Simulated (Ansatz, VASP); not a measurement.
**H in VASP and in Ansatz**

File INCAR:

```
PREC = Accurate
ENCUT = 400
EDIFF = 1E-6
ISMEAR = 0
SIGMA = 0.02
LREAL = F
LASPH = T
NELM = 120
ALGO = Normal
ISIF = 2
LWAVE = F
LCHARG = F
GGA = PE
IVDW = 12
NBANDS = 8
GGA_COMPAT = F
NELMDL = -8
```

KPOINTS

```
regular mesh
0
Gamma
  1 1 1
```

POSCAR

```
H
1.0
   10.0000000000      0.0000000000      0.0000000000
    0.0000000000     10.0000000000      0.0000000000
    0.0000000000      0.0000000000     10.0000000000
H
2
Direct
    0.5000000000      0.5000000000      0.4500000000
    0.5000000000      0.5000000000      0.5500000000
```

Input for Ansatz:

```yaml
crystal:
  lattice:
    - [10.0, 0.0, 0.0]
    - [0.0, 10.0, 0.0]
    - [0.0, 0.0, 10.0]
  atoms:
    - { symbol: H, position: [0.5, 0.5, 0.45] }
    - { symbol: H, position: [0.5, 0.5, 0.55] }
scf:
  occupations: { method: gaussian, width: 0.02 }
output:
  stress: false
  eigenvalues: true
kpoints:
  mp_grid: { grid: [1, 1, 1] }
hamiltonian:
  xc: pbe
  dispersion: d3bj
```

Alike in both runs: task single point; functional PBE; dispersion D3(BJ); k mesh 1 × 1 × 1; occupations gaussian, width 0.02 eV; no spin polarisation.

```csv
,VASP,Ansatz
version,VASP 6.6.1,Ansatz 0.2.0
potentials or method,"VASP PAW PBE potentials, release 64 (H)","scalar-relativistic, plane waves, PAW"
plane-wave cutoff (eV),400,420
valence electrons in the cell,2,2
```

```tsv
	VASP	Ansatz	Ansatz less VASP
gap on the k mesh at the Fermi level (eV)	8.60	8.60	0.000
```
